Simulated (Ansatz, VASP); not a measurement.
## One calculation of W, two programs

```
CELL_PARAMETERS angstrom
0.00000 2.05671 2.05671
2.05671 0.00000 2.05671
2.05671 2.05671 0.00000
ATOMIC_POSITIONS crystal
W 0.00000 0.00000 0.00000
```

Change from the starting cell: volume scaled by 1.04, PAW files.

Alike in both runs: task electric field gradients; functional PBEsol; k mesh 14 × 14 × 14; occupations fermi-dirac, width 0.05 eV; no spin polarisation.

```csv
,VASP,Ansatz
version,VASP 6.6.1,Ansatz 0.2.0
potentials or method,"VASP PAW PBE potentials, release 64 (W_sv)","PAW with Ansatz's default frozen-core files, scalar-relativistic"
plane-wave cutoff (eV),520,420
valence electrons in the cell,14,14
```

```csv
,VASP,Ansatz,Ansatz less VASP
pressure (GPa),-21.3,-21.6,-0.33
```

VASP's potentials were made for PBE, not for PBEsol.

Spin-orbit coupling is off throughout.
